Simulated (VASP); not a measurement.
# Cd (Im-3m) in VASP: a series of runs, part 2 of 2

VASP 6.6.1. Earlier steps stand in the parts before.

## 5. Relaxation of cell and atoms, PBE

Input file INCAR:

```
SYSTEM = Cd
PREC = Accurate
ENCUT = 600
EDIFF = 1E-6
ISMEAR = 0
SIGMA = 0.1
LREAL = .FALSE.
LASPH = .TRUE.
NELM = 100
ALGO = Fast
ISIF = 3
LWAVE = .FALSE.
LCHARG = .FALSE.
GGA = PE
IBRION = 2
NSW = 100
EDIFFG = -0.01
```

Input file KPOINTS:

```
regular mesh
0
G
  8 8 8
  0 0 0
```

Input file POSCAR:

```
Cd
1.0
   -3.5127804072      3.5127804072      3.5127804072
    3.5127804072     -3.5127804072      3.5127804072
    3.5127804072      3.5127804072     -3.5127804072
Cd
6
Direct
    0.0000000000      0.3050927258      0.3050927258
    0.0000000000      0.6949072742      0.6949072742
    0.3050927258      0.0000000000      0.3050927258
    0.6949072742      0.0000000000      0.6949072742
    0.3050927258      0.3050927258      0.0000000000
    0.6949072742      0.6949072742      0.0000000000
```

Potentials or basis: VASP PAW PBE potentials, release 64 (Cd).

On the command line:

```sh
$ cat potpaw_PBE.64/Cd/POTCAR > POTCAR
$ mpirun -np 1 vasp_std > vasp.out
```

OUTCAR:

```text
SYSTEM = Cd
   PREC = Accurate
   ENCUT = 600
   EDIFF = 1E-6
   ISMEAR = 0
   LREAL = .FALSE.
   LASPH = .TRUE.
   NELM = 100
   ISIF = 3
   GGA = PE
   IBRION = 2
   NSW = 100
   EDIFFG = -0.01

 ion  position               nearest neighbor table
   1  0.000  0.305  0.305-   2 2.74   6 3.03   5 3.03   4 3.03   3 3.03
   2  0.000  0.695  0.695-   1 2.74   5 3.03   3 3.03   4 3.03   6 3.03
   3  0.305  0.000  0.305-   4 2.74   6 3.03   5 3.03   2 3.03   1 3.03
   4  0.695  0.000  0.695-   3 2.74   5 3.03   2 3.03   1 3.03   6 3.03
   5  0.305  0.305  0.000-   6 2.74   2 3.03   4 3.03   3 3.03   1 3.03
   6  0.695  0.695  0.000-   5 2.74   1 3.03   3 3.03   4 3.03   2 3.03

  LATTYP: Found a body centered cubic cell.
 ALAT       =     7.0255608144

  Lattice vectors:

 A1 = (  -3.5127804072,   3.5127804072,   3.5127804072)
 A2 = (   3.5127804072,  -3.5127804072,   3.5127804072)
 A3 = (   3.5127804072,   3.5127804072,  -3.5127804072)

Analysis of symmetry for initial positions (statically):
=====================================================================
 Subroutine PRICEL returns:
 Original cell was already a primitive cell.

 Routine SETGRP: Setting up the symmetry group for a
 body centered cubic supercell.

 Subroutine GETGRP returns: Found 48 space group operations
 (whereof 48 operations were pure point group operations)
 out of a pool of 48 trial point group operations.

The static configuration has the point symmetry O_h .

Analysis of symmetry for dynamics (positions and initial velocities):
=====================================================================
 Subroutine PRICEL returns:
 Original cell was already a primitive cell.

 Routine SETGRP: Setting up the symmetry group for a
 body centered cubic supercell.

 Subroutine GETGRP returns: Found 48 space group operations
 (whereof 48 operations were pure point group operations)
 out of a pool of 48 trial point group operations.

The dynamic configuration has the point symmetry O_h .

[... 135 lines left out ...]
   LEPSILON=     F    determine dielectric tensor
   LRPA    =     F    only Hartree local field effects (RPA)
 conjugate gradient relaxation of ions
 non-spin polarized calculation
 RMM-DIIS sequential band-by-band and
 Gauss-broadening in eV      SIGMA  =   0.10
  energy-cutoff  :      600.00
  volume of cell :      173.39
 maximum number of plane-waves:      5828
 NGX is ok and might be reduce to    50
   NGX = 25   NGY = 25   NGZ = 25

--------------------------------------- Ionic step        1  -------------------------------------------

 number of electron      72.0000004 magnetization

 Free energy of the ion-electron system (eV)
  ---------------------------------------------------
  ext. energy  EPLUGINS =         0.00000000
  ---------------------------------------------------
  free energy    TOTEN  =        -3.33806974 eV

  energy without entropy =       -3.32332965  energy(sigma->0) =       -3.33069970

------------------------ aborting loop because EDIFF is reached ----------------------------------------

  FORCE on cell =-STRESS in cart. coord.  units (eV):
  Direction    XX          YY          ZZ          XY          YZ          ZX
  --------------------------------------------------------------------------------------
  -------------------------------------------------------------------------------------
  Total        0.2875229      0.2875229      0.2875229      0.0000000      0.0000000      0.0000000
  in kB        2.6568680      2.6568680      2.6568680      0.0000000      0.0000000      0.0000000
  external PRESSURE =       2.6568680 kB  Pullay stress =       0.0000000 kB
[... 147 lines left out ...]
--------------------------------------- Ionic step        5  -------------------------------------------

 number of electron      71.9999999 magnetization

 Free energy of the ion-electron system (eV)
  ---------------------------------------------------
  ext. energy  EPLUGINS =         0.00000000
  ---------------------------------------------------
  free energy    TOTEN  =        -3.33999890 eV

  energy without entropy =       -3.32528207  energy(sigma->0) =       -3.33264048

 E-fermi :   1.0485     XC(G=0):  -9.3877

 val. band max:        1.0017861248   @ k =  -0.3750   0.5000   0.2500
 cond. band min:       1.0701120871   @ k =  -0.3750   0.3750   0.1250
 fundamental gap:      0.0683259624
 Fermi energy:         1.0485305283

 k-point     1 :       0.0000    0.0000    0.0000
  band No.  band energies     occupation
      1      -8.6025      2.00000
      2      -7.9909      2.00000
      3      -7.9909      2.00000
      4      -7.9909      2.00000
      5      -7.8951      2.00000
      6      -7.8951      2.00000
[... 1093 lines left out ...]
     42       6.0675      0.00000
     43       6.4390      0.00000

 [... further k-points ...]

------------------------ aborting loop because EDIFF is reached ----------------------------------------

  FORCE on cell =-STRESS in cart. coord.  units (eV):
  Direction    XX          YY          ZZ          XY          YZ          ZX
  --------------------------------------------------------------------------------------
  -------------------------------------------------------------------------------------
  Total       -0.0218763     -0.0218763     -0.0218763     -0.0000000     -0.0000000      0.0000000
  in kB       -0.1997224     -0.1997224     -0.1997224     -0.0000000     -0.0000000      0.0000000
  external PRESSURE =      -0.1997224 kB  Pullay stress =       0.0000000 kB
[... 21 lines left out ...]
  FREE ENERGIE OF THE ION-ELECTRON SYSTEM (eV)
  ---------------------------------------------------
  free  energy   TOTEN  =        -3.3399988992 eV

  energy  without entropy=       -3.3252820659  energy(sigma->0) =       -3.33264048

 reached required accuracy - stopping structural energy minimisation
```

OSZICAR:

```text
N       E                     dE             d eps       ncg     rms          rms(c)
DAV:   1     0.604734565882E+03    0.60473E+03   -0.40177E+04  2494   0.179E+03
[... 41 lines left out ...]
DAV:   1    -0.334692852570E+01   -0.71167E-02   -0.16808E-01  2503   0.315E+00    0.618E-01
RMM:   2    -0.334039157490E+01    0.65370E-02   -0.20872E-02  2494   0.103E+00    0.180E-01
RMM:   3    -0.334003745085E+01    0.35412E-03   -0.19550E-03  2494   0.191E-01    0.150E-01
RMM:   4    -0.334000081366E+01    0.36637E-04   -0.18715E-04  2494   0.101E-01    0.206E-02
RMM:   5    -0.333999699502E+01    0.38186E-05   -0.80212E-05  2494   0.529E-02    0.698E-03
RMM:   6    -0.333999950321E+01   -0.25082E-05   -0.10293E-05  2494   0.247E-02    0.744E-03
RMM:   7    -0.333999889916E+01    0.60406E-06   -0.32753E-06  1492   0.106E-02
   5 F= -.33399989E+01 E0= -.33326405E+01  d E =-.192916E-02
```

CONTCAR:

```text
Cd
   1.00000000000000
    -3.5269510345852879    3.5269510345852879    3.5269510345852879
     3.5269510345852879   -3.5269510345852879    3.5269510345852879
     3.5269510345852879    3.5269510345852879   -3.5269510345852879
  Cd
     6
Direct
     0.0000000000000000    0.3047261278240895    0.3047261278240895
     0.0000000000000000    0.6952738721759104    0.6952738721759104
     0.3047261278240895    0.0000000000000000    0.3047261278240895
     0.6952738721759104    0.0000000000000000    0.6952738721759104
     0.3047261278240895    0.3047261278240895    0.0000000000000000
     0.6952738721759104    0.6952738721759104    0.0000000000000000

  0.00000000E+00  0.00000000E+00  0.00000000E+00
  0.00000000E+00  0.00000000E+00  0.00000000E+00
  0.00000000E+00  0.00000000E+00  0.00000000E+00
  0.00000000E+00  0.00000000E+00  0.00000000E+00
  0.00000000E+00  0.00000000E+00  0.00000000E+00
  0.00000000E+00  0.00000000E+00  0.00000000E+00
```

Wall time 23 min (1 thread of Oxide Virtual Turin-like, shared host); peak memory 0.43 GiB.

Results:

| Item | Value |
| --- | --- |
| Free energy | -3.3400 eV |
| Relaxed volume | 29.25 Å³/atom |
| Relaxed cell | a = 6.109 Å, b = 6.109 Å, c = 6.109 Å, α = 109.47°, β = 109.47°, γ = 109.47° |
| Space group after relaxing (to 0.1 Å) | Im-3m (No. 229) |
| Energy gained by relaxing | 0.3 meV/atom |
| Ionic steps | 5 |
| Pressure after relaxing | 0.0 GPa |
| Band gap on the k mesh | zero (bands 36 and 37 overlap by 2.56 eV) |

Step by step:
```
step  energy change (eV)  largest force (eV/Å)  pressure (GPa)  volume (Å³)
   1              0.0000                0.0306            0.27       173.39
   2             -0.0017                0.0126            0.10       174.59
   3             -0.0019                0.0052            0.09       175.05
   4             -0.0017                0.0054           -0.10       175.97
   5             -0.0019                0.0012           -0.02       175.49
```

Final structure:
```
Cd
1.0
    -3.52695    3.52695    3.52695
     3.52695   -3.52695    3.52695
     3.52695    3.52695   -3.52695
Cd
6
Direct
  0.00000 0.30473 0.30473
  0.00000 0.69527 0.69527
  0.30473 0.00000 0.30473
  0.69527 0.00000 0.69527
  0.30473 0.30473 0.00000
  0.69527 0.69527 0.00000
```

Levels at points of the mesh, in eV from the Fermi level:
```
           k point  band 33  band 34  band 35  band 36  band 37  band 38  band 39  band 40
(0.00, 0.00, 0.00)    -1.30    -1.30    -1.08    -1.08    -1.08     1.17     1.17     1.17
(0.50, 0.00, 0.00)    -2.41    -2.37    -1.78    -0.64     1.12     1.30     1.73     2.16
(0.50, 0.50, 0.50)    -3.40    -3.13    -3.13    -3.13     0.99     3.00     3.00     3.00
```

## 6. The runs side by side

| task | cell | k mesh | cutoff (eV) | gap on the mesh (eV) | pressure (GPa) | largest force (eV/Å) |
| --- | --- | --- | --- | --- | --- | --- |
| single point | a = 6.084 Å, angles 109.5°, 6 atoms, atomic positions A | 4 × 4 × 4 | 520 | none | 0.1 | - |
| single point | a = 6.706 Å, angles 109.5°, 6 atoms, atomic positions B | 4 × 4 × 4 | 520 | none | 323.5 | 202.31 |
| single point | a = 6.097 Å, angles 109.5°, 6 atoms, atomic positions C | 8 × 8 × 8 | 520 | none | 0.2 | 0.01 |
| relaxation of cell and atoms | relaxed from a = 6.084 Å, angles 109.5°, 6 atoms, atomic positions A | 8 × 8 × 8 | 600 | none | 0.0 | - |

Alike in all rows: level PBE; potentials or basis VASP PAW PBE potentials, release 64 (Cd); no spin polarisation; smearing gaussian 0.1 eV.

Caveats: atoms lie so close that the PAW spheres overlap strongly, which falsifies energies and pressures (at least some runs); the cell stands under pressure (at least some runs); forces of over 1 eV/Å act on the atoms, so gaps and moduli don't describe the material at rest (at least some runs).

Absolute energies hang on the potentials; compare differences alone.

The gap in the log of VASP goes by the Fermi energy; the results here count the filled bands.